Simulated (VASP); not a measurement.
Set up this calculation in VASP 6.6.1, as the native input.

```yaml
Task: single point
Functional: PBE
Potentials_or_basis: VASP PAW PBE potentials, release 64 (Si, C)
Cutoff: 520 eV
k_mesh: 6 × 6 × 4
Occupations: gaussian, width 0.1 eV
Spin: collinear spin, ferromagnetic start
Starting_moments: "[0.0, 0.0, 0.0, 0.0, 0.0, 0.0, 1.0, 1.0, 1.0] μB"
Dipole_correction: no
Further_INCAR_settings: ALGO = Normal; EDIFF = 1e-06; NBANDS = 32
```

The structure of Si2C lies in POSCAR:

```
Si2C
1.0
    4.3997478300      0.0000000000      0.0000000000
   -2.1998739200      3.8102933900      0.0000000000
    0.0000000000      0.0000000000      5.1611772700
Si C
6 3
Direct
    0.1622339100      0.2467204500      0.3159473300
    0.7532795500      0.9155134700      0.6492806600
    0.0844865300      0.8377660900      0.9826140000
    0.7532795500      0.8377660900      0.3507193400
    0.0844865300      0.2467204500      0.0173860000
    0.1622339100      0.9155134700      0.6840526700
    0.6110530300      0.3889469700      0.3333333300
    0.6110530300      0.2221060600      0.6666666700
    0.7778939400      0.3889469700      0.0000000000
```

These files were run (other wordings do the same):

INCAR

```
PREC     = Accurate       # precision mode
ENCUT    = 520            # plane-wave cutoff, eV
EDIFF    = 1E-6           # SCF threshold, eV
ISMEAR   = 0              # smearing method
SIGMA    = 0.1            # smearing width, eV
LREAL    = False          # projectors in reciprocal space
LASPH    = True           # aspherical terms in the spheres
NELM     = 150            # most SCF steps
ALGO     = Normal         # electronic algorithm
ISIF     = 2              # what is computed and relaxed
LWAVE    = False          # write WAVECAR
LCHARG   = False          # write CHGCAR
ISPIN    = 2              # spin polarisation
MAGMOM   = 0 0 0 0 0 0 1 1 1 # initial moments
LORBIT   = 11             # projections on sites
GGA      = PE             # functional
NBANDS   = 32             # bands
```

KPOINTS

```
regular mesh
0
Gamma
  6 6 4
```

Potentials or basis: VASP PAW PBE potentials, release 64 (Si, C).

Launch:

```sh
$ cat potpaw_PBE.64/Si/POTCAR potpaw_PBE.64/C/POTCAR > POTCAR
$ mpirun -np 1 vasp_std > vasp.out
```

It gave:

```yaml
Pressure: 176.5 GPa
Largest_force: 33.058 eV/Å
Band_gap_on_the_k_mesh: zero (filled and empty bands overlap)
Net_moment: 0.00 μB per cell
Valence_electrons_inside_the_program's_atomic_spheres: Si 2.33; C 2.44
```

Caveat: forces of over 1 eV/Å act on the atoms, so gaps and moduli don't describe the material at rest.

Wall time 2.3 min on 1 thread of Intel(R) Xeon(R) Platinum 8259CL CPU @ 2.50GHz (Skylake/Cascade Lake), with other jobs on the host, peak memory 0.29 GiB.
